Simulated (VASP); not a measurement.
## LiF: single point with PBEsol

Crystal: LiF.

```xyz
128
Lattice="0.0000 8.0152 8.0152 8.0152 0.0000 8.0152 8.0152 8.0152 0.0000" Properties=species:S:1:pos:R:3 pbc="T T T"
F     2.0038    4.0076    4.0076
F     2.0038    8.0152    8.0152
F     6.0114    4.0076    4.0076
F     6.0114    4.0076    8.0152
F     6.0114    8.0152    4.0076
F     6.0114    8.0152    8.0152
F     6.0114    8.0152   12.0228
F     6.0114   12.0228    8.0152
F    10.0190    4.0076    8.0152
F    10.0190    8.0152    4.0076
F    10.0190    8.0152    8.0152
F    10.0190    8.0152   12.0228
F    10.0190   12.0228    8.0152
F    10.0190   12.0228   12.0228
F    14.0266    8.0152    8.0152
F    14.0266   12.0228   12.0228
F     4.0076    2.0038    4.0076
F     4.0076    6.0114    4.0076
F     4.0076    6.0114    8.0152
F     4.0076   10.0190    8.0152
F     8.0152    2.0038    8.0152
F     8.0152    6.0114    4.0076
F     8.0152    6.0114    8.0152
F     8.0152    6.0114   12.0228
F     8.0152   10.0190    4.0076
F     8.0152   10.0190    8.0152
F     8.0152   10.0190   12.0228
F     8.0152   14.0266    8.0152
F    12.0228    6.0114    8.0152
F    12.0228   10.0190    8.0152
F    12.0228   10.0190   12.0228
F    12.0228   14.0266   12.0228
F     4.0076    4.0076    2.0038
F     4.0076    4.0076    6.0114
F     4.0076    8.0152    6.0114
F     4.0076    8.0152   10.0190
F     8.0152    4.0076    6.0114
F     8.0152    4.0076   10.0190
F     8.0152    8.0152    2.0038
F     8.0152    8.0152    6.0114
F     8.0152    8.0152   10.0190
F     8.0152    8.0152   14.0266
F     8.0152   12.0228    6.0114
F     8.0152   12.0228   10.0190
F    12.0228    8.0152    6.0114
F    12.0228    8.0152   10.0190
F    12.0228   12.0228   10.0190
F    12.0228   12.0228   14.0266
F     2.0038    2.0038    2.0038
F     2.0038    6.0114    6.0114
F     6.0114    2.0038    6.0114
F     6.0114    6.0114    2.0038
F     6.0114    6.0114    6.0114
F     6.0114    6.0114   10.0190
F     6.0114   10.0190    6.0114
F     6.0114   10.0190   10.0190
F    10.0190    6.0114    6.0114
F    10.0190    6.0114   10.0190
F    10.0190   10.0190    6.0114
F    10.0190   10.0190   10.0190
F    10.0190   10.0190   14.0266
F    10.0190   14.0266   10.0190
F    14.0266   10.0190   10.0190
F    14.0266   14.0266   14.0266
Li    0.0000    0.0000    0.0000
Li    0.0000    4.0076    4.0076
Li    4.0076    0.0000    4.0076
Li    4.0076    4.0076    0.0000
Li    4.0076    4.0076    4.0076
Li    4.0076    4.0076    8.0152
Li    4.0076    8.0152    4.0076
Li    4.0076    8.0152    8.0152
Li    8.0152    4.0076    4.0076
Li    8.0152    4.0076    8.0152
Li    8.0152    8.0152    4.0076
Li    8.0152    8.0152    8.0152
Li    8.0152    8.0152   12.0228
Li    8.0152   12.0228    8.0152
Li   12.0228    8.0152    8.0152
Li   12.0228   12.0228   12.0228
Li    2.0038    2.0038    0.0000
Li    2.0038    2.0038    4.0076
Li    2.0038    6.0114    4.0076
Li    2.0038    6.0114    8.0152
Li    6.0114    2.0038    4.0076
Li    6.0114    2.0038    8.0152
Li    6.0114    6.0114    0.0000
Li    6.0114    6.0114    4.0076
Li    6.0114    6.0114    8.0152
Li    6.0114    6.0114   12.0228
Li    6.0114   10.0190    4.0076
Li    6.0114   10.0190    8.0152
Li   10.0190    6.0114    4.0076
Li   10.0190    6.0114    8.0152
Li   10.0190   10.0190    8.0152
Li   10.0190   10.0190   12.0228
Li    2.0038    0.0000    2.0038
Li    2.0038    4.0076    2.0038
Li    2.0038    4.0076    6.0114
Li    2.0038    8.0152    6.0114
Li    6.0114    0.0000    6.0114
Li    6.0114    4.0076    2.0038
Li    6.0114    4.0076    6.0114
Li    6.0114    4.0076   10.0190
Li    6.0114    8.0152    2.0038
Li    6.0114    8.0152    6.0114
Li    6.0114    8.0152   10.0190
Li    6.0114   12.0228    6.0114
Li   10.0190    4.0076    6.0114
Li   10.0190    8.0152    6.0114
Li   10.0190    8.0152   10.0190
Li   10.0190   12.0228   10.0190
Li    0.0000    2.0038    2.0038
Li    0.0000    6.0114    6.0114
Li    4.0076    2.0038    2.0038
Li    4.0076    2.0038    6.0114
Li    4.0076    6.0114    2.0038
Li    4.0076    6.0114    6.0114
Li    4.0076    6.0114   10.0190
Li    4.0076   10.0190    6.0114
Li    8.0152    2.0038    6.0114
Li    8.0152    6.0114    2.0038
Li    8.0152    6.0114    6.0114
Li    8.0152    6.0114   10.0190
Li    8.0152   10.0190    6.0114
Li    8.0152   10.0190   10.0190
Li   12.0228    6.0114    6.0114
Li   12.0228   10.0190   10.0190
```

| Property | Result |
| --- | --- |
| Program | VASP 6.6.1 |
| Task | single point |
| Functional | PBEsol |
| Potentials or basis | VASP PAW PBE potentials, release 64 (F, Li_sv) |
| Cutoff | 520 eV |
| k mesh | 1 × 1 × 1, shifted |
| Occupations | fermi-dirac, width 0.05 eV |
| Spin | no spin polarisation |
| Dipole correction | no |
| Further INCAR settings | LREAL = Auto; ALGO = Normal; EDIFF = 1e-07; NBANDS = 390 |

| Property | Result |
| --- | --- |
| Band gap on the k mesh | 9.53 eV |

Levels at points of the mesh, in eV from the valence-band top:
```tsv
k point	band 317	band 318	band 319	band 320	band 321	band 322	band 323	band 324
(0.50, 0.50, 0.50)	0.00	0.00	0.00	0.00	9.53	9.53	10.56	10.56
```

Run time: 6.9 min on 4 MPI ranks on Intel(R) Xeon(R) Platinum 8259CL CPU @ 2.50GHz (Skylake/Cascade Lake), with other jobs on the host, peak memory 0.44 GiB a rank.

Caveat: the k points lie up to 0.68 Å⁻¹ apart; a shifted mesh leaves out Γ, where band edges can lie. A k mesh can miss the band edges.
